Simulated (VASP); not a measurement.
# Li (P1) in VASP: a series of runs

Li is run at these levels: PBE; tasks: single point.

Everything below comes from runs of VASP 6.6.1. Logs are shortened: lines on timing, memory, paths and dates and some standing lists are left out, and cuts for length are marked.

## Step 1: The cell of the first run

The typed cell holds 16 atoms: a = 7.145 Å, b = 7.145 Å, c = 7.145 Å, α = 90.00°, β = 90.00°, γ = 90.00°.

## Step 2: Single point, PBE

Contents of INCAR:

```
SYSTEM = Li
ALGO = Normal ; EDIFF = 1E-6
ENCUT = 520 ; GGA = PE
ISIF = 2 ; ISMEAR = -1
LASPH = .True. ; LCHARG = .False.
LREAL = Auto ; LWAVE = .False.
NBANDS = 38 ; NELM = 80
PREC = Accurate ; SIGMA = 0.11
```

Contents of KPOINTS:

```
k-points
0
Gamma
  3 3 3
  0 0 0
```

Contents of POSCAR:

```
Li
1.0
    7.1449060000      0.0000000000      0.0000000000
    0.0000000000      7.1449060000      0.0000000000
    0.0000000000      0.0000000000      7.1449060000
Li
16
Direct
   -0.0180688171     -0.0585871948     -0.0355637989
    0.4441625964     -0.0064661453     -0.1049838864
   -0.0447591613      0.4839531829     -0.0209519901
   -0.0135341179     -0.0157454836      0.5185092708
    0.2078543790      0.2051251619      0.1338016203
    0.5119311577      0.5609730905     -0.0464666715
    0.4319301052     -0.0635837616      0.4727703905
    0.5824009441      0.2122771104      0.1589664021
    0.0918136642      0.4115659464      0.4427210099
    0.2810393867      0.7306044334      0.2020320491
    0.3307531268      0.3708096370      0.7549294560
    0.5489085511      0.4448623957      0.4108241592
    0.8084920921      0.7881699213      0.2449857283
    0.7420811414      0.1661883305      0.7585544163
    0.1981271692      0.7515144356      0.6815764966
    0.7081828648      0.7650345575      0.7235364608
```

Potentials or basis: VASP PAW PBE potentials, release 64 (Li_sv).

The run is started by

```
$ cat potpaw_PBE.64/Li_sv/POTCAR > POTCAR
$ mpirun -np 1 vasp_std > vasp.out
```

OUTCAR:

```text
SYSTEM = Li
   EDIFF = 1E-6
   ENCUT = 520
   GGA = PE
   ISIF = 2
   ISMEAR = -1
   LASPH = .True.
   LREAL = Auto
   NELM = 80
   PREC = Accurate

 ion  position               nearest neighbor table
   1  0.982  0.941  0.964-  13 2.60
   2  0.444  0.994  0.895-
   3  0.955  0.484  0.979-
   4  0.986  0.984  0.519-  15 2.53
   5  0.208  0.205  0.134-
   6  0.512  0.561  0.954-  11 2.35
   7  0.432  0.936  0.473-  15 2.60
   8  0.582  0.212  0.159-  12 2.46
   9  0.092  0.412  0.443-
  10  0.281  0.731  0.202-
  11  0.331  0.371  0.755-   6 2.35
  12  0.549  0.445  0.411-   8 2.46
  13  0.808  0.788  0.245-   1 2.60
  14  0.742  0.166  0.759-
  15  0.198  0.752  0.682-   4 2.53   7 2.60
  16  0.708  0.765  0.724-

  LATTYP: Found a simple cubic cell.
 ALAT       =     7.1449060000

  Lattice vectors:

 A1 = (   7.1449060000,   0.0000000000,   0.0000000000)
 A2 = (   0.0000000000,   7.1449060000,   0.0000000000)
 A3 = (   0.0000000000,   0.0000000000,   7.1449060000)

Analysis of symmetry for initial positions (statically):
=====================================================================
 Subroutine PRICEL returns:
 Original cell was already a primitive cell.

 Routine SETGRP: Setting up the symmetry group for a
 simple cubic supercell.

 Subroutine GETGRP returns: Found  1 space group operations
 (whereof  1 operations were pure point group operations)
 out of a pool of 48 trial point group operations.

The static configuration has the point symmetry C_1 .

Analysis of symmetry for dynamics (positions and initial velocities):
=====================================================================
 Subroutine PRICEL returns:
 Original cell was already a primitive cell.

 Routine SETGRP: Setting up the symmetry group for a
 simple cubic supercell.

 Subroutine GETGRP returns: Found  1 space group operations
 (whereof  1 operations were pure point group operations)
 out of a pool of 48 trial point group operations.

The dynamic configuration has the point symmetry C_1 .

 Subroutine INISYM returns: Found  1 space group operations
 (whereof  1 operations are pure point group operations),
 and found     1 'primitive' translations

----------------------------------------------------------------------------------------

                                     Primitive cell

  volume of cell :     364.7452

  direct lattice vectors                    reciprocal lattice vectors
     7.144906000  0.000000000  0.000000000     0.139959854  0.000000000  0.000000000
     0.000000000  7.144906000  0.000000000     0.000000000  0.139959854  0.000000000
     0.000000000  0.000000000  7.144906000     0.000000000  0.000000000  0.139959854

  length of vectors
     7.144906000  7.144906000  7.144906000     0.139959854  0.139959854  0.139959854

  position of ions in fractional coordinates (direct lattice)
     0.981931183  0.941412805  0.964436201
     0.444162596  0.993533855  0.895016114
     0.955240839  0.483953183  0.979048010
     0.986465882  0.984254516  0.518509271
     0.207854379  0.205125162  0.133801620
     0.511931158  0.560973090  0.953533329
[... 8 lines left out ...]
     0.198127169  0.751514436  0.681576497
     0.708182865  0.765034558  0.723536461

  ion indices of the primitive-cell ions
   primitive index   ion index
                 1           1
                 2           2
                 3           3
                 4           4
                 5           5
                 6           6
[... 8 lines left out ...]
                15          15
                16          16

----------------------------------------------------------------------------------------

 KPOINTS: k-points

Automatic generation of k-mesh.
 Grid dimensions read from file:
 generate k-points for:    3    3    3

 Generating k-lattice:

  Cartesian coordinates                     Fractional coordinates (reciprocal lattice)
     0.046653285  0.000000000  0.000000000     0.333333333  0.000000000  0.000000000
     0.000000000  0.046653285  0.000000000     0.000000000  0.333333333  0.000000000
     0.000000000  0.000000000  0.046653285     0.000000000  0.000000000  0.333333333

  Length of vectors
     0.046653285  0.046653285  0.046653285

  Shift w.r.t. Gamma in fractional coordinates (k-lattice)
     0.000000000  0.000000000  0.000000000

 Subroutine IBZKPT returns following result:
 ===========================================

 Found     14 irreducible k-points:

 Following reciprocal coordinates:
            Coordinates               Weight
  0.000000  0.000000  0.000000      1.000000
  0.333333  0.000000  0.000000      2.000000
  0.000000  0.333333  0.000000      2.000000
  0.000000  0.000000  0.333333      2.000000
  0.333333  0.333333  0.000000      2.000000
  0.000000  0.333333  0.333333      2.000000
  0.333333  0.000000  0.333333      2.000000
 -0.333333  0.333333  0.000000      2.000000
 -0.333333  0.000000  0.333333      2.000000
  0.000000 -0.333333  0.333333      2.000000
  0.333333  0.333333  0.333333      2.000000
 -0.333333  0.333333  0.333333      2.000000
 -0.333333 -0.333333  0.333333      2.000000
  0.333333 -0.333333  0.333333      2.000000
   k-points           NKPTS =     14   k-points in BZ     NKDIM =     14   number of bands    NBANDS=     38
   number of dos      NEDOS =    301   number of ions     NIONS =     16
   total plane-waves  NPLWV = 157464
   dimension x,y,z NGX =    54 NGY =   54 NGZ =   54
   dimension x,y,z NGXF=   108 NGYF=  108 NGZF=  108
   ions per type =              16
   NGX,Y,Z   is equivalent  to a cutoff of  12.56, 12.56, 12.56 a.u.
   NGXF,Y,Z  is equivalent  to a cutoff of  25.13, 25.13, 25.13 a.u.
 SYSTEM =  Li
   PREC   = accura    normal or accurate (medium, high low for compatibility)
   ISTART =      0    job   : 0-new  1-cont  2-samecut
   ICHARG =      2    charge: 1-file 2-atom 10-const
   ISPIN  =      1    spin polarized calculation?
   LNONCOLLINEAR =      F non collinear calculations
   LSORBIT =      F    spin-orbit coupling
   LASPH  =      T    aspherical Exc in radial PAW
   ENCUT  =  520.0 eV  38.22 Ry    6.18 a.u.  13.28 13.28 13.28*2*pi/ulx,y,z
   NELM   =     80;   NELMIN=  2; NELMDL= -5     # of ELM steps
   EDIFF  = 0.1E-05   stopping-criterion for ELM
   LREAL  =      T    real-space projection
   EDIFFG = 0.1E-04   stopping-criterion for IOM
   NSW    =      0    number of steps for IOM
   IBRION =     -1    ionic relax: 0-MD 1-quasi-New 2-CG
   NFREE  =      0    steps in history (QN), initial steepest desc. (CG)
   ISIF   =      2    stress and relaxation
   ISYM   =      2    0-nonsym 1-usesym 2-fastsym
   POTIM  = 0.5000    time-step for ionic-motion
   TEBEG  =    0.0;   TEEND  =   0.0 temperature during run
   PSTRESS=    0.0 pullay stress
   NELECT =      48.0000    total number of electrons
   NUPDOWN=      -1.0000    fix difference up-down
   EMIN   =  10.00;   EMAX   =-10.00  energy-range for DOS
   EFERMI =   0.00;   METHOD = LEGACY
   ISMEAR =    -1;   SIGMA  =   0.11  broadening in eV -4-tet -1-fermi 0-gaus
   EFERMI_NEDOS =   21; number of points for ismear=-14 and -15
   IALGO  =     38    algorithm
   IMIX   =      4    mixing-type and parameters
     AMIX     =   0.40;   BMIX     =  1.00
     AMIX_MAG =   1.60;   BMIX_MAG =  1.00
  volume/ion in A,a.u.               =      22.80       153.84
  Fermi-wavevector in a.u.,A,eV,Ry     =   0.832707  1.573587  9.434286  0.693400
  Thomas-Fermi vector in A             =   1.945808
   LORBIT       =      0    0 simple, 1 ext, 2 COOP (PROOUT), +10 PAW based schemes
   GGA     = PE    functional components
   LHFCALC =     F    Hartree Fock is set to
   AEXX    =    0.0000 exact exchange contribution
   IVDW    =     0    specifies the selected vdW correction
   LEPSILON=     F    determine dielectric tensor
   LRPA    =     F    only Hartree local field effects (RPA)
 non-spin polarized calculation
  energy-cutoff  :      520.00
  volume of cell :      364.75
 maximum number of plane-waves:      9838
 NGX is ok and might be reduce to    54
   NGX = 27   NGY = 27   NGZ = 27

 number of electron      47.9999978 magnetization

 Free energy of the ion-electron system (eV)
  ---------------------------------------------------
  ext. energy  EPLUGINS =         0.00000000
  ---------------------------------------------------
  free energy    TOTEN  =       -28.40669643 eV

  energy without entropy =      -28.10672484  energy(sigma->0) =      -28.25671064

 E-fermi :   0.2628     XC(G=0):  -6.7337

 val. band max:        0.2577221485   @ k =   0.0000   0.0000   0.3333
 cond. band min:       0.2775834681   @ k =   0.3333   0.0000   0.3333
 fundamental gap:      0.0198613197
 Fermi energy:         0.2627564071

 k-point     1 :       0.0000    0.0000    0.0000
  band No.  band energies     occupation
      1     -46.9070      2.00000
      2     -46.8099      2.00000
      3     -46.7424      2.00000
      4     -46.6466      2.00000
      5     -46.6216      2.00000
      6     -46.6176      2.00000
[... 28 lines left out ...]
     35       2.9941      0.00000
     36       3.2622      0.00000

 k-point     2 :       0.3333    0.0000    0.0000
  band No.  band energies     occupation
      1     -46.9070      2.00000
      2     -46.8099      2.00000
      3     -46.7425      2.00000
      4     -46.6466      2.00000
      5     -46.6216      2.00000
      6     -46.6177      2.00000
[... 28 lines left out ...]
     35       3.2621      0.00000
     36       3.4137      0.00000
[... 427 lines left out ...]
     35       3.2115      0.00000
     36       3.5943      0.00000

 k-point    14 :       0.3333   -0.3333    0.3333
  band No.  band energies     occupation
      1     -46.9070      2.00000
      2     -46.8099      2.00000
      3     -46.7424      2.00000
      4     -46.6466      2.00000
      5     -46.6216      2.00000
      6     -46.6177      2.00000
[... 28 lines left out ...]
     35       3.2882      0.00000
     36       3.4597      0.00000
 [bands above 36 left out]

------------------------ aborting loop because EDIFF is reached ----------------------------------------

  FORCE on cell =-STRESS in cart. coord.  units (eV):
  Direction    XX          YY          ZZ          XY          YZ          ZX
  --------------------------------------------------------------------------------------
  -------------------------------------------------------------------------------------
  Total       -2.1156971     -1.4393709      0.1951622      0.7908030      1.6412525     -0.3508555
  in kB       -9.2933974     -6.3225716      0.8572683      3.4736763      7.2093550     -1.5411656
  external PRESSURE =      -4.9195669 kB  Pullay stress =       0.0000000 kB

 VOLUME and BASIS-vectors are now :
 -----------------------------------------------------------------------------
  energy-cutoff  :      520.00
  volume of cell :      364.75
      direct lattice vectors                 reciprocal lattice vectors
     7.144906000  0.000000000  0.000000000     0.139959854  0.000000000  0.000000000
     0.000000000  7.144906000  0.000000000     0.000000000  0.139959854  0.000000000
     0.000000000  0.000000000  7.144906000     0.000000000  0.000000000  0.139959854

 POSITION                                       TOTAL-FORCE (eV/Angst)
 -----------------------------------------------------------------------------------
      7.01581      6.72631      6.89081         0.157649      0.102354     -0.130017
      3.17350      7.09871      6.39481        -0.266644     -0.276311      0.028131
      6.82511      3.45780      6.99521        -0.043128      0.019447     -0.071498
      7.04821      7.03241      3.70470         0.076615      0.464011     -0.333434
      1.48510      1.46560      0.95600        -0.077003     -0.000981      0.149084
      3.65770      4.00810      6.81291         0.283313      0.098941      0.504900
[... 8 lines left out ...]
      1.41560      5.36950      4.86980        -0.025440     -0.518881      0.342167
      5.05990      5.46610      5.16960         0.223314     -0.344702     -0.334497
 -----------------------------------------------------------------------------------
    total drift:                               -0.007003     -0.014741      0.000811

  FREE ENERGIE OF THE ION-ELECTRON SYSTEM (eV)
  ---------------------------------------------------
  free  energy   TOTEN  =       -28.4066964292 eV

  energy  without entropy=      -28.1067248408  energy(sigma->0) =      -28.25671064
```

It took 4.1 min on 1 thread of Intel Xeon Platinum 8488C (Sapphire Rapids), shared host; peak memory 0.41 GiB.

What came out:

```yaml
Free_energy: -28.4067 eV
Largest_force: 0.736 eV/Å
Band_gap_on_the_k_mesh: zero (bands 24 and 25 overlap by 0.38 eV)
```

Forces on the atoms (eV/Å):
```
Li   0.158  0.102 -0.130
Li  -0.267 -0.276  0.028
Li  -0.043  0.019 -0.071
Li   0.077  0.464 -0.333
Li  -0.077 -0.001  0.149
Li   0.283  0.099  0.505
Li   0.331  0.509 -0.102
Li   0.656 -0.312 -0.119
Li  -0.341  0.201 -0.024
Li  -0.314 -0.133 -0.066
Li  -0.284 -0.617 -0.217
Li   0.009  0.452  0.465
Li  -0.398 -0.222  0.107
Li   0.013  0.578 -0.199
Li  -0.025 -0.519  0.342
Li   0.223 -0.345 -0.334
```

Caveat: the cutoff is under 1.25 times the usual one of these potentials, so pressure, stress and relaxed cells hold a basis-set (Pulay) error; the atoms stand as in a frame of molecular dynamics.

## Step 3: Single point, PBE

This run uses another cell than the first one, of 23.51 Å³/atom.

Contents of INCAR:

```
SYSTEM = Li
ALGO = Normal
EDIFF = 1E-6
ENCUT = 520
GGA = PE
ISIF = 2
ISMEAR = -1
LASPH = .TRUE.
LCHARG = .FALSE.
LREAL = Auto
LWAVE = .FALSE.
NBANDS = 38
NELM = 80
PREC = Accurate
SIGMA = 0.11
```

Contents of KPOINTS:

```
k-points
0
G
  3 3 3
  0 0 0
```

Contents of POSCAR:

```
Li
1.0
    7.2188260000      0.0000000000      0.0000000000
    0.0000000000      7.2188260000      0.0000000000
    0.0000000000      0.0000000000      7.2188260000
Li
16
Direct
   -0.0283425587     -0.0314871144     -0.0371251503
    0.4392403973      0.0077713468     -0.1296332672
   -0.0644287589      0.4920190624      0.0358645575
   -0.0554799354     -0.0188673338      0.4190155020
    0.2938150885      0.3071275024      0.1643619059
    0.5583456368      0.6019815410     -0.0201971900
    0.4383953845     -0.0242975797      0.4852589604
    0.6594424079      0.1146723858      0.1628104071
    0.0261261319      0.3974053399      0.4544644794
    0.2773304136      0.7775918134      0.1710250393
    0.2810152233      0.3413990031      0.7928990116
    0.5856769508      0.4462498473      0.4225894903
    0.7357151980      0.7639607881      0.2272807240
    0.7394277130      0.2047285805      0.7132877285
    0.1723271900      0.7185240370      0.7391783650
    0.7229430381      0.7729788750      0.7443869682
```

Potentials or basis: VASP PAW PBE potentials, release 64 (Li_sv).

The run is started by

```
$ cat potpaw_PBE.64/Li_sv/POTCAR > POTCAR
$ mpirun -np 1 vasp_std > vasp.out
```

It took 5.3 min on 1 thread of Intel Xeon Platinum 8488C (Sapphire Rapids), shared host; peak memory 0.4 GiB.

It converged, with:

```
Free energy            : -28.6823 eV
Largest force          : 0.862 eV/Å
Band gap on the k mesh : zero (bands 24 and 25 overlap by 0.43 eV)
```

Forces in eV/Å, atoms in the order of the input:
```
Li   0.247  0.282  0.089
Li  -0.126 -0.198  0.299
Li   0.134 -0.171 -0.123
Li   0.412  0.171  0.318
Li  -0.039 -0.193  0.202
Li  -0.566 -0.646 -0.074
Li  -0.002  0.118 -0.079
Li   0.007  0.483 -0.045
Li  -0.092  0.223  0.018
Li  -0.204 -0.159  0.128
Li  -0.026 -0.036 -0.377
Li  -0.173  0.108  0.130
Li   0.025 -0.134  0.282
Li   0.071  0.217  0.081
Li   0.048 -0.051 -0.208
Li   0.284 -0.013 -0.640
```

Levels at points of the mesh, in eV from the Fermi level:
```csv
k point,band 21,band 22,band 23,band 24,band 25,band 26,band 27,band 28
"(0.00, 0.00, 0.00)",-1.09,-0.97,-0.92,0.27,0.39,0.42,0.46,0.60
```

Caveat: the cutoff is under 1.25 times the usual one of these potentials, so pressure, stress and relaxed cells hold a basis-set (Pulay) error; the atoms stand as in a frame of molecular dynamics.

## Step 4: Single point, PBE

This run uses another cell than the first one, of 24.54 Å³/atom.

Contents of INCAR:

```
PREC     = Accurate       # precision mode
ENCUT    = 520            # plane-wave cutoff, eV
EDIFF    = 1E-6           # SCF threshold, eV
ISMEAR   = -1             # smearing method
SIGMA    = 0.11           # smearing width, eV
LREAL    = Auto         
LASPH    = T              # aspherical terms in the spheres
NELM     = 80             # most SCF steps
ALGO     = Normal         # electronic algorithm
ISIF     = 2              # what is computed and relaxed
LWAVE    = F              # write WAVECAR
LCHARG   = T              # write CHGCAR
GGA      = PE             # functional
LELF     = T              # ELF
LVHAR    = T            
NBANDS   = 38             # bands
```

Contents of KPOINTS:

```
regular mesh
0
Gamma
  3 3 3
```

Contents of POSCAR:

```
Li
1.0
    7.3228840000      0.0000000000      0.0000000000
    0.0000000000      7.3228840000      0.0000000000
    0.0000000000      0.0000000000      7.3228840000
Li
16
Direct
    0.0268200343      0.0170151541     -0.0535444778
    0.3720255571     -0.0286362586     -0.1110627998
   -0.0161275257      0.4976864306      0.0566716611
    0.0067050086      0.0365293237      0.3622753003
    0.3426518841      0.3304435793      0.1716946493
    0.5945471757      0.5634801808      0.0115255137
    0.4549983313      0.0021985873      0.4736658399
    0.6572000867      0.1000698632      0.0953995721
   -0.0644964470      0.4187011565      0.4776669957
    0.2662202487      0.8029350185      0.1793692212
    0.2951023121      0.3626713191      0.7689047102
    0.5774773982      0.4406460624      0.4403456343
    0.7196618163      0.7864251298      0.2389905398
    0.7090922101      0.2801082197      0.7188288112
    0.1890511990      0.6957504721      0.7348744019
    0.7234854464      0.7594958489      0.7362536400
```

The run is started by

```
$ cat potpaw_PBE.64/Li_sv/POTCAR > POTCAR
$ mpirun -np 1 vasp_std > vasp.out
```

Run time: 6.7 min. Hardware: 1 thread of Intel Xeon Platinum 8488C (Sapphire Rapids), shared host; peak memory 0.41 GiB.

It converged, with:

- Free energy: -28.1247 eV
- Largest force: 0.747 eV/Å
- Band gap on the k mesh: zero (bands 24 and 25 overlap by 0.47 eV)

Forces on the atoms (eV/Å):
```
Li  -0.421  0.178 -0.091
Li   0.648  0.236 -0.158
Li  -0.050 -0.026 -0.135
Li   0.011  0.109  0.305
Li  -0.400 -0.326  0.069
Li  -0.415 -0.258 -0.288
Li   0.002  0.176  0.101
Li   0.042  0.476  0.091
Li   0.570  0.329 -0.196
Li   0.064 -0.516  0.215
Li   0.065 -0.472 -0.098
Li  -0.409  0.387 -0.228
Li   0.268 -0.140  0.397
Li   0.054 -0.442  0.599
Li  -0.192  0.153 -0.314
Li   0.164  0.136 -0.270
```

Levels at points of the mesh, in eV from the Fermi level:
```
           k point  band 21  band 22  band 23  band 24  band 25  band 26  band 27  band 28
(0.00, 0.00, 0.00)    -1.07    -0.93    -0.91     0.30     0.33     0.48     0.48     0.59
```

Caveat: the cutoff is under 1.25 times the usual one of these potentials, so pressure, stress and relaxed cells hold a basis-set (Pulay) error; the atoms stand as in a frame of molecular dynamics.

## Step 5: The runs side by side

```csv
cell,gap on the mesh (eV),largest force (eV/Å)
"a = 7.145 Å, 16 atoms, atomic positions A",none,0.74
"a = 7.219 Å, 16 atoms, atomic positions B",none,0.86
"a = 7.323 Å, 16 atoms, atomic positions C",none,0.75
```

Alike in all rows: task single point; level PBE; potentials or basis VASP PAW PBE potentials, release 64 (Li_sv); no spin polarisation; k mesh 3 × 3 × 3; cutoff (eV) 520; smearing fermi-dirac 0.11 eV.

Caveats: the cutoff is under 1.25 times the usual one of these potentials, so pressure, stress and relaxed cells hold a basis-set (Pulay) error; the atoms stand as in a frame of molecular dynamics.

Absolute energies hang on the potentials; compare differences alone.

The gap in the log of VASP goes by the Fermi energy; the results here count the filled bands.